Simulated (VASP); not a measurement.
Ta3N: single point with PBE

The system is Ta3N.

```xyz
4
Lattice="3.8993 0.0000 0.0000 0.0000 3.8993 0.0000 0.0000 0.0000 3.8993" Properties=species:S:1:pos:R:3 pbc="T T T"
Ta    0.0000    1.9497    1.9497
Ta    1.9497    0.0000    1.9497
Ta    1.9497    1.9497    0.0000
N     0.0000    0.0000    0.0000
```

```yaml
Program: VASP 6.6.1
Task: single point
Functional: PBE
Potentials_or_basis: VASP PAW PBE potentials, release 64 (Ta_pv, N)
Cutoff: 600 eV
k_mesh: 6 × 6 × 6
Occupations: gaussian, width 0.1 eV
Spin: collinear spin
Starting_moments: "[1.0, 1.0, 1.0, 0.0] μB"
Dipole_correction: no
Further_INCAR_settings: ALGO = Normal; EDIFF = 1e-06; NBANDS = 31
```

* Pressure: 9.7 GPa
* Band gap on the k mesh: zero (filled and empty bands overlap)
* Net moment: 0.00 μB per cell
* Valence electrons inside the program's atomic spheres: Ta 9.10; N 3.41

Levels at points of the mesh, in eV from the Fermi level:
Spin up:
```tsv
k point	band 16	band 17	band 18	band 19	band 20	band 21	band 22	band 23
(0.00, 0.00, 0.00)	-3.32	-2.98	-2.98	-2.98	-2.32	2.71	2.71	2.71
(0.50, 0.00, 0.00)	-0.98	-0.61	-0.15	0.18	0.18	1.08	1.08	1.15
(0.50, 0.50, 0.00)	-2.02	-1.38	0.32	0.32	1.46	1.47	1.47	1.65
(0.50, 0.50, 0.50)	-3.75	-0.78	-0.05	-0.05	-0.05	1.88	2.17	2.17
```
Spin down:
| k point | band 15 | band 16 | band 17 | band 18 | band 19 | band 20 | band 21 | band 22 | band 23 | band 24 |
| --- | --- | --- | --- | --- | --- | --- | --- | --- | --- | --- |
| (0.00, 0.00, 0.00) | -3.32 | -3.32 | -2.98 | -2.98 | -2.98 | -2.32 | 2.71 | 2.71 | 2.71 | 5.47 |
| (0.50, 0.00, 0.00) | -2.68 | -0.98 | -0.61 | -0.15 | 0.18 | 0.18 | 1.08 | 1.08 | 1.15 | 1.46 |
| (0.50, 0.50, 0.00) | -2.02 | -2.02 | -1.38 | 0.32 | 0.32 | 1.46 | 1.47 | 1.47 | 1.65 | 2.03 |
| (0.50, 0.50, 0.50) | -3.75 | -3.75 | -0.78 | -0.05 | -0.05 | -0.05 | 1.88 | 2.17 | 2.17 | 2.17 |

It took 100 s on 1 thread of Intel Xeon 8259CL (shared host), peak memory 0.24 GiB.

Caveat: the cell stands under pressure; spin-orbit coupling is left out, which moves the levels of the heavy elements.
